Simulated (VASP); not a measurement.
# WSe2 (P6_3/mmc) in VASP: a series of runs

The runs below take WSe2 through single point, relaxation of cell and atoms, with LDA.

Everything below comes from runs of VASP 6.6.1. Logs are shortened: lines on timing, memory, paths and dates and some standing lists are left out, and cuts for length are marked.

## (1) The cell of the first run

Symmetry: P6_3/mmc, No. 194, hexagonal system. The conventional cell has a = 3.290 Å, b = 3.290 Å, c = 12.970 Å, α = 90.00°, β = 90.00°, γ = 120.00°. W (site symmetry -6m2) has 6 Se at 2.53 Å and 6 W at 3.29 Å within 3.3 Å. Within 3.3 Å of Se (site symmetry 3m) lie 3 W at 2.53 Å and 6 Se at 3.29 Å.

## (2) Single point, LDA

INCAR

```
SYSTEM = WSe2
PREC     = Accurate       ! precision mode
ENCUT    = 520            ! plane-wave cutoff, eV
EDIFF    = 1E-6           ! SCF threshold, eV
ISMEAR   = 0              ! smearing method
SIGMA    = 0.1            ! smearing width, eV
LREAL    = .False.        ! projectors in reciprocal space
LASPH    = .True.         ! aspherical terms in the spheres
NELM     = 100            ! most SCF steps
ALGO     = Normal         ! electronic algorithm
ISIF     = 2              ! what is computed and relaxed
LWAVE    = .False.        ! write WAVECAR
LCHARG   = .False.        ! write CHGCAR
GGA      = CA             ! functional
NBANDS   = 35             ! bands
```

KPOINTS

```
regular mesh
0
Gamma
  6 6 2
  0 0 0
```

POSCAR

```
WSe2
1.0
    3.2899984505      0.0000000000      0.0000000000
   -1.6449992252      2.8492222365      0.0000000000
    0.0000000000      0.0000000000     12.9700000000
W Se
2 4
Direct
    0.3333333333      0.6666666667      0.2500000000
    0.6666666667      0.3333333333      0.7500000000
    0.3333333333      0.6666666667      0.6210000000
    0.6666666667      0.3333333333      0.1210000000
    0.3333333333      0.6666666667      0.8790000000
    0.6666666667      0.3333333333      0.3790000000
```

Potentials or basis: VASP PAW LDA potentials, release 64 (W_sv, Se).

On the command line:

```
> cat potpaw_LDA.64/W_sv/POTCAR potpaw_LDA.64/Se/POTCAR > POTCAR
> mpirun -np 1 vasp_std > vasp.out
```

OUTCAR:

```text
SYSTEM = WSe2
   PREC = Accurate
   ENCUT = 520
   EDIFF = 1E-6
   ISMEAR = 0
   LREAL = .False.
   LASPH = .True.
   NELM = 100
   ISIF = 2
   GGA = CA

 ion  position               nearest neighbor table
   1  0.333  0.667  0.250-   4 2.53   6 2.53   4 2.53   6 2.53   4 2.53   6 2.53
   2  0.667  0.333  0.750-   3 2.53   5 2.53   3 2.53   5 2.53   3 2.53   5 2.53
   3  0.333  0.667  0.621-   2 2.53   2 2.53   2 2.53
   4  0.667  0.333  0.121-   1 2.53   1 2.53   1 2.53
   5  0.333  0.667  0.879-   2 2.53   2 2.53   2 2.53
   6  0.667  0.333  0.379-   1 2.53   1 2.53   1 2.53

  LATTYP: Found a hexagonal cell.
 ALAT       =     3.2899984505
 C/A-ratio  =     3.9422510968

  Lattice vectors:

 A1 = (   3.2899984505,   0.0000000000,   0.0000000000)
 A2 = (  -1.6449992252,   2.8492222365,   0.0000000000)
 A3 = (   0.0000000000,   0.0000000000,  12.9700000000)

Analysis of symmetry for initial positions (statically):
=====================================================================
 Subroutine PRICEL returns:
 Original cell was already a primitive cell.

 Routine SETGRP: Setting up the symmetry group for a
 hexagonal supercell.

 Subroutine GETGRP returns: Found 24 space group operations
 (whereof 12 operations were pure point group operations)
 out of a pool of 24 trial point group operations.

The static configuration has the point symmetry D_3d.
 The point group associated with its full space group is D_6h.

Analysis of symmetry for dynamics (positions and initial velocities):
=====================================================================
 Subroutine PRICEL returns:
 Original cell was already a primitive cell.

 Routine SETGRP: Setting up the symmetry group for a
 hexagonal supercell.

 Subroutine GETGRP returns: Found 24 space group operations
 (whereof 12 operations were pure point group operations)
 out of a pool of 24 trial point group operations.

The dynamic configuration has the point symmetry D_3d.
 The point group associated with its full space group is D_6h.

 Subroutine INISYM returns: Found 24 space group operations
 (whereof 12 operations are pure point group operations),
 and found     1 'primitive' translations

----------------------------------------------------------------------------------------

                                     Primitive cell

  volume of cell :     121.5800

  direct lattice vectors                    reciprocal lattice vectors
     3.289998451  0.000000000  0.000000000     0.303951511  0.175486487  0.000000000
    -1.644999225  2.849222237  0.000000000     0.000000000  0.350972973  0.000000000
     0.000000000  0.000000000 12.970000000     0.000000000  0.000000000  0.077101002

  length of vectors
     3.289998451  3.289998450 12.970000000     0.350972973  0.350972973  0.077101002

  position of ions in fractional coordinates (direct lattice)
     0.333333333  0.666666667  0.250000000
     0.666666667  0.333333333  0.750000000
     0.333333333  0.666666667  0.621000000
     0.666666667  0.333333333  0.121000000
     0.333333333  0.666666667  0.879000000
     0.666666667  0.333333333  0.379000000

  ion indices of the primitive-cell ions
   primitive index   ion index
                 1           1
                 2           2
                 3           3
                 4           4
                 5           5
                 6           6

----------------------------------------------------------------------------------------

 KPOINTS: regular mesh

Automatic generation of k-mesh.
 Grid dimensions read from file:
 generate k-points for:    6    6    2

 Generating k-lattice:

  Cartesian coordinates                     Fractional coordinates (reciprocal lattice)
     0.050658585  0.029247748  0.000000000     0.166666667 -0.000000000  0.000000000
     0.000000000  0.058495496  0.000000000     0.000000000  0.166666667  0.000000000
     0.000000000  0.000000000  0.038550501     0.000000000  0.000000000  0.500000000

  Length of vectors
     0.058495496  0.058495496  0.038550501

  Shift w.r.t. Gamma in fractional coordinates (k-lattice)
     0.000000000  0.000000000  0.000000000

 Subroutine IBZKPT returns following result:
 ===========================================

 Found     14 irreducible k-points:

 Following reciprocal coordinates:
            Coordinates               Weight
  0.000000  0.000000  0.000000      1.000000
  0.166667 -0.000000  0.000000      6.000000
  0.333333 -0.000000  0.000000      6.000000
  0.500000 -0.000000  0.000000      3.000000
  0.166667  0.166667  0.000000      6.000000
  0.333333  0.166667  0.000000     12.000000
  0.333333  0.333333  0.000000      2.000000
  0.000000  0.000000  0.500000      1.000000
  0.166667 -0.000000  0.500000      6.000000
  0.333333 -0.000000  0.500000      6.000000
  0.500000 -0.000000  0.500000      3.000000
  0.166667  0.166667  0.500000      6.000000
  0.333333  0.166667  0.500000     12.000000
  0.333333  0.333333  0.500000      2.000000
   k-points           NKPTS =     14   k-points in BZ     NKDIM =     14   number of bands    NBANDS=     35
   number of dos      NEDOS =    301   number of ions     NIONS =      6
   total plane-waves  NPLWV =  55296
   dimension x,y,z NGX =    24 NGY =   24 NGZ =   96
   dimension x,y,z NGXF=    48 NGYF=   48 NGZF=  192
   ions per type =               2   4
   NGX,Y,Z   is equivalent  to a cutoff of  12.13, 12.13, 12.31 a.u.
   NGXF,Y,Z  is equivalent  to a cutoff of  24.25, 24.25, 24.61 a.u.
 SYSTEM =  WSe2
   PREC   = accura    normal or accurate (medium, high low for compatibility)
   ISTART =      0    job   : 0-new  1-cont  2-samecut
   ICHARG =      2    charge: 1-file 2-atom 10-const
   ISPIN  =      1    spin polarized calculation?
   LNONCOLLINEAR =      F non collinear calculations
   LSORBIT =      F    spin-orbit coupling
   LASPH  =      T    aspherical Exc in radial PAW
   ENCUT  =  520.0 eV  38.22 Ry    6.18 a.u.   6.12  6.12 24.12*2*pi/ulx,y,z
   NELM   =    100;   NELMIN=  2; NELMDL= -5     # of ELM steps
   EDIFF  = 0.1E-05   stopping-criterion for ELM
   LREAL  =      F    real-space projection
   EDIFFG = 0.1E-04   stopping-criterion for IOM
   NSW    =      0    number of steps for IOM
   IBRION =     -1    ionic relax: 0-MD 1-quasi-New 2-CG
   NFREE  =      0    steps in history (QN), initial steepest desc. (CG)
   ISIF   =      2    stress and relaxation
   ISYM   =      2    0-nonsym 1-usesym 2-fastsym
   POTIM  = 0.5000    time-step for ionic-motion
   TEBEG  =    0.0;   TEEND  =   0.0 temperature during run
   PSTRESS=    0.0 pullay stress
   NELECT =      52.0000    total number of electrons
   NUPDOWN=      -1.0000    fix difference up-down
   EMIN   =  10.00;   EMAX   =-10.00  energy-range for DOS
   EFERMI =   0.00;   METHOD = LEGACY
   ISMEAR =     0;   SIGMA  =   0.10  broadening in eV -4-tet -1-fermi 0-gaus
   EFERMI_NEDOS =   21; number of points for ismear=-14 and -15
   IALGO  =     38    algorithm
   IMIX   =      4    mixing-type and parameters
     AMIX     =   0.40;   BMIX     =  1.00
     AMIX_MAG =   1.60;   BMIX_MAG =  1.00
  volume/ion in A,a.u.               =      20.26       136.74
  Fermi-wavevector in a.u.,A,eV,Ry     =   1.233451  2.330885 20.699927  1.521402
  Thomas-Fermi vector in A             =   2.368181
   LORBIT       =      0    0 simple, 1 ext, 2 COOP (PROOUT), +10 PAW based schemes
   GGA     = CA    functional components
   LHFCALC =     F    Hartree Fock is set to
   AEXX    =    0.0000 exact exchange contribution
   IVDW    =     0    specifies the selected vdW correction
   LEPSILON=     F    determine dielectric tensor
   LRPA    =     F    only Hartree local field effects (RPA)
 non-spin polarized calculation
 Gauss-broadening in eV      SIGMA  =   0.10
  energy-cutoff  :      520.00
  volume of cell :      121.58
 maximum number of plane-waves:      3324
   NGX = 13   NGY = 13   NGZ = 49

 number of electron      51.9999994 magnetization

 Free energy of the ion-electron system (eV)
  ---------------------------------------------------
  ext. energy  EPLUGINS =         0.00000000
  ---------------------------------------------------
  free energy    TOTEN  =       -48.45798728 eV

  energy without entropy =      -48.45798728  energy(sigma->0) =      -48.45798728

 E-fermi :   6.6714     XC(G=0): -11.0113

 val. band max:        6.2432115156   @ k =   0.0000   0.0000   0.0000
 cond. band min:       7.1553998946   @ k =   0.1667   0.1667   0.0000
 fundamental gap:      0.9121883790
 Fermi energy:         6.6714281650

 k-point     1 :       0.0000    0.0000    0.0000
  band No.  band energies     occupation
      1     -67.6417      2.00000
      2     -67.6417      2.00000
      3     -32.1543      2.00000
      4     -32.1543      2.00000
      5     -32.0114      2.00000
      6     -32.0114      2.00000
[... 27 lines left out ...]
     34       9.1780      0.00000
     35      10.6394      0.00000

 k-point     2 :       0.1667   -0.0000    0.0000
  band No.  band energies     occupation
      1     -67.6391      2.00000
      2     -67.6391      2.00000
      3     -32.1428      2.00000
      4     -32.1427      2.00000
      5     -32.0716      2.00000
      6     -32.0716      2.00000
[... 27 lines left out ...]
     34       9.5751      0.00000
     35      12.2100      0.00000

 k-point     3 :       0.3333   -0.0000    0.0000
  band No.  band energies     occupation
      1     -67.6337      2.00000
      2     -67.6337      2.00000
      3     -32.1899      2.00000
      4     -32.1899      2.00000
      5     -32.1196      2.00000
      6     -32.1196      2.00000
[... 27 lines left out ...]
     34      10.3756      0.00000
     35      11.5607      0.00000

 k-point     4 :       0.5000   -0.0000    0.0000
  band No.  band energies     occupation
      1     -67.6311      2.00000
      2     -67.6310      2.00000
      3     -32.2481      2.00000
      4     -32.2481      2.00000
      5     -32.1080      2.00000
      6     -32.1080      2.00000
[... 27 lines left out ...]
     34      10.3829      0.00000
     35      10.6239      0.00000

 k-point     5 :       0.1667    0.1667    0.0000
  band No.  band energies     occupation
      1     -67.6351      2.00000
      2     -67.6351      2.00000
      3     -32.1494      2.00000
      4     -32.1494      2.00000
      5     -32.1254      2.00000
      6     -32.1254      2.00000
[... 258 lines left out ...]
 k-point    12 :       0.1667    0.1667    0.5000
  band No.  band energies     occupation
      1     -67.6351      2.00000
      2     -67.6351      2.00000
      3     -32.1494      2.00000
      4     -32.1494      2.00000
      5     -32.1254      2.00000
      6     -32.1254      2.00000
[... 27 lines left out ...]
     34      10.2317      0.00000
     35      13.0877      0.00000

 k-point    13 :       0.3333    0.1667    0.5000
  band No.  band energies     occupation
      1     -67.6311      2.00000
      2     -67.6311      2.00000
      3     -32.2185      2.00000
      4     -32.2185      2.00000
      5     -32.1081      2.00000
      6     -32.1081      2.00000
[... 27 lines left out ...]
     34      10.2678      0.00000
     35      11.7064      0.00000

 k-point    14 :       0.3333    0.3333    0.5000
  band No.  band energies     occupation
      1     -67.6297      2.00000
      2     -67.6297      2.00000
      3     -32.1890      2.00000
      4     -32.1890      2.00000
      5     -32.1643      2.00000
      6     -32.1643      2.00000
[... 27 lines left out ...]
     34      10.5374      0.00000
     35      12.3703      0.00000

------------------------ aborting loop because EDIFF is reached ----------------------------------------

  FORCE on cell =-STRESS in cart. coord.  units (eV):
  Direction    XX          YY          ZZ          XY          YZ          ZX
  --------------------------------------------------------------------------------------
  -------------------------------------------------------------------------------------
  Total       -2.6516152     -2.6516152     -2.2041705     -0.0000000      0.0000000      0.0000000
  in kB      -34.9429109    -34.9429109    -29.0464981     -0.0000000      0.0000000      0.0000000
  external PRESSURE =     -32.9774399 kB  Pullay stress =       0.0000000 kB

 VOLUME and BASIS-vectors are now :
 -----------------------------------------------------------------------------
  energy-cutoff  :      520.00
  volume of cell :      121.58
      direct lattice vectors                 reciprocal lattice vectors
     3.289998451  0.000000000  0.000000000     0.303951511  0.175486487  0.000000000
    -1.644999225  2.849222237  0.000000000     0.000000000  0.350972973  0.000000000
     0.000000000  0.000000000 12.970000000     0.000000000  0.000000000  0.077101002

 POSITION                                       TOTAL-FORCE (eV/Angst)
 -----------------------------------------------------------------------------------
     -0.00000      1.89948      3.24250         0.000000     -0.000000     -0.000000
      1.64500      0.94974      9.72750        -0.000000      0.000000     -0.000000
     -0.00000      1.89948      8.05437         0.000000     -0.000000      0.257964
      1.64500      0.94974      1.56937        -0.000000      0.000000      0.257964
     -0.00000      1.89948     11.40063         0.000000     -0.000000     -0.257964
      1.64500      0.94974      4.91563        -0.000000      0.000000     -0.257964
 -----------------------------------------------------------------------------------
    total drift:                               -0.000000      0.000000     -0.000000

  FREE ENERGIE OF THE ION-ELECTRON SYSTEM (eV)
  ---------------------------------------------------
  free  energy   TOTEN  =       -48.4579872773 eV

  energy  without entropy=      -48.4579872773  energy(sigma->0) =      -48.45798728
```

Wall time 31 s (1 thread of Intel Xeon 6975P-C (Granite Rapids), shared host); peak memory 0.2 GiB.

What came out:

- Free energy: -48.4580 eV
- Pressure: -3.3 GPa
- Largest force: 0.258 eV/Å
- Band gap on the k mesh: 0.91 eV, indirect (least direct gap 1.51 eV)

Forces in eV/Å, atoms in the order of the input:
```
W    0.000  0.000  0.000
W    0.000  0.000  0.000
Se   0.000  0.000  0.258
Se   0.000  0.000  0.258
Se   0.000  0.000 -0.258
Se   0.000  0.000 -0.258
```

Caveat: spin-orbit coupling is left out, which moves the levels of the heavy elements.

(Continued in part 2 of 2.)
